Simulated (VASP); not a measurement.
# ZnS (pbe): single point with PBE

The system is ZnS (pbe).

```xyz
4
Lattice="3.8451 0.0000 0.0000 -1.9226 3.3300 0.0000 0.0000 0.0000 6.3057" Properties=species:S:1:pos:R:3 pbc="T T T"
Zn    0.0000    2.2200   -0.3545
Zn    1.9226    1.1100    2.7983
S     0.0000    2.2200    2.7192
S     1.9226    1.1100    5.8721
```

* Program: VASP 6.6.1
* Task: single point
* Functional: PBE
* Potentials or basis: VASP PAW PBE potentials, release 64 (Zn, S)
* Cutoff: 520 eV
* k mesh: 9 × 9 × 6
* Occupations: gaussian, width 0.01 eV
* Spin: no spin polarisation

The pressure is 5.1 GPa and the largest force is 0.195 eV/Å. The band gap on the k mesh is 2.42 eV, indirect (least direct gap 2.43 eV).

Forces in eV/Å, atoms in the order of the input:
```
Zn   0.000  0.000  0.195
Zn   0.000  0.000  0.195
S    0.000  0.000 -0.195
S    0.000  0.000 -0.195
```

Stress tensor (GPa, compression positive):
```
7.43 0.00 0.00
0.00 7.43 0.00
0.00 0.00 0.56
```

Levels at points of the mesh, in eV from the valence-band top:
| k point | band 14 | band 15 | band 16 | band 17 | band 18 | band 19 | band 20 | band 21 | band 22 | band 23 |
| --- | --- | --- | --- | --- | --- | --- | --- | --- | --- | --- |
| (0.00, 0.00, 0.00) | -0.59 | -0.59 | -0.09 | -0.09 | -0.01 | 2.42 | 2.46 | 6.31 | 6.31 | 7.21 |
| (0.00, 0.00, 0.50) | -2.14 | -0.34 | -0.34 | -0.34 | -0.34 | 3.11 | 3.11 | 6.60 | 6.60 | 6.60 |

It took 48 s on 1 thread of Intel(R) Xeon(R) 6975P-C (Granite Rapids), on a shared host, peak memory 0.23 GiB.

A k mesh can miss the band edges. As with any semilocal functional, this PBE gap is likely too small.
